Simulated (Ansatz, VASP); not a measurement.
## One calculation of BaO, two programs

File INCAR:

```
ALGO = Normal
EDIFF = 1E-8
ENCUT = 520
GGA = PE
GGA_COMPAT = F
ISIF = 2
ISMEAR = -1
LASPH = T
LCHARG = F
LEFG = T
LREAL = F
LWAVE = F
NBANDS = 15
NELM = 120
PREC = Accurate
SIGMA = 0.02
```

The input KPOINTS:

```
k-points
0
Gamma
  8 8 8
```

Contents of POSCAR:

```
BaO
1.0
   -0.0275000000      2.7362500000      2.7362500000
    2.7362500000     -0.0275000000      2.7362500000
    2.7362500000      2.7362500000     -0.0275000000
Ba O
1 1
Direct
    0.0000000000      0.0000000000      0.0000000000
    0.5000000000      0.5000000000      0.5000000000
```

Input for Ansatz:

```yaml
crystal:
  lattice:
    - [-0.0275, 2.73625, 2.73625]
    - [2.73625, -0.0275, 2.73625]
    - [2.73625, 2.73625, -0.0275]
  atoms:
    - { symbol: Ba, position: [0.0, 0.0, 0.0] }
    - { symbol: O, position: [0.5, 0.5, 0.5] }
kpoints:
  mp_grid: { grid: [8, 8, 8] }
scf:
  occupations: { method: fermi_dirac, width: 0.02 }
hamiltonian:
  xc: pbe
  pseudopotentials: { kind: paw }
output:
  forces: true
  stress: true
  eigenvalues: true
  efg: { contact_densities: true }
```

Change from the starting cell: equal xy, yz and zx shear strains of -1 %, PAW files.

Alike in both runs: task electric field gradients; functional PBE; k mesh 8 × 8 × 8; occupations fermi-dirac, width 0.02 eV; no spin polarisation.

|  | VASP | Ansatz |
| --- | --- | --- |
| version | VASP 6.6.1 | Ansatz 0.2.0 |
| potentials or method | VASP PAW PBE potentials, release 64 (Ba_sv, O) | PAW with Ansatz's default frozen-core files, scalar-relativistic |
| plane-wave cutoff (eV) | 520 | 420 |
| valence electrons in the cell | 16 | 16 |

Ansatz gave:

```
gap on the k mesh at the Fermi level (eV)                     : 1.97
pressure (GPa)                                                : 3.0
traceless stress, the component that is largest in VASP (GPa) : 0.33
size of Vzz on the site where it differs most (V/Å²)          : 14.2
```

Question: Estimate VASP's values.

Answer: gap on the k mesh at the Fermi level (eV): 1.90; pressure (GPa): 4.9; traceless stress, the component that is largest in VASP (GPa): 0.34; size of Vzz on the site where it differs most (V/Å²): 14.3.

Spin-orbit coupling is off throughout.
